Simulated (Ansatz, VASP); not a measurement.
## KI in VASP and in Ansatz

Contents of INCAR:

```
PREC = Accurate ; ENCUT = 600
EDIFF = 1E-7 ; ISMEAR = 0
SIGMA = 0.01 ; LREAL = False
LASPH = True ; NELM = 100
ALGO = Normal ; ISIF = 3
LWAVE = False ; LCHARG = False
GGA = PS ; IBRION = 2
NSW = 80 ; EDIFFG = -0.01
```

KPOINTS

```
regular mesh
0
Gamma
  4 4 4
```

Contents of POSCAR:

```
KI
1.0
    4.2911970000      0.0000000000      0.0000000000
    0.0000000000      4.2911970000      0.0000000000
    0.0000000000      0.0000000000      4.2911970000
K I
1 1
Direct
    0.0000000000      0.0000000000      0.0000000000
    0.5000000000      0.5000000000      0.5000000000
```

Input for Ansatz:

```yaml
crystal:
  lattice:
    - [4.291197, 0.0, 0.0]
    - [0.0, 4.291197, 0.0]
    - [0.0, 0.0, 4.291197]
  atoms:
    - { symbol: K, position: [0.0, 0.0, 0.0] }
    - { symbol: I, position: [0.5, 0.5, 0.5] }
kpoints:
  mp_grid:
    grid: [4, 4, 4]
hamiltonian:
  xc: pbesol
  dispersion: none
scf:
  occupations:
    method: fixed
relax:
  max_steps: 60
  cell: {}
```

Alike in both runs: task relaxation of cell and atoms; functional PBEsol; k mesh 4 × 4 × 4; no spin polarisation.

|  | VASP | Ansatz |
| --- | --- | --- |
| version | VASP 6.6.1 | Ansatz 0.2.0 |
| potentials or method | VASP PAW PBE potentials, release 64 (K_sv, I) | plane waves, PAW |
| plane-wave cutoff (eV) | 600 | 420 |
| occupations | gaussian, width 0.01 eV | fixed |
| valence electrons in the cell | 16 | 26 |

|  | VASP | Ansatz | Ansatz less VASP |
| --- | --- | --- | --- |
| relaxed volume (Å³/atom) | 38.15 | 37.91 | -0.241 |
| relaxed cell length with the largest relative difference (Å) | 4.241 | 4.232 | -0.0089 |

VASP's potentials were made for PBE, not for PBEsol. VASP's potentials hold 16 valence electrons a cell and Ansatz's 26, so a difference there can come from the potentials and not from the codes.

Spin-orbit coupling is off throughout.
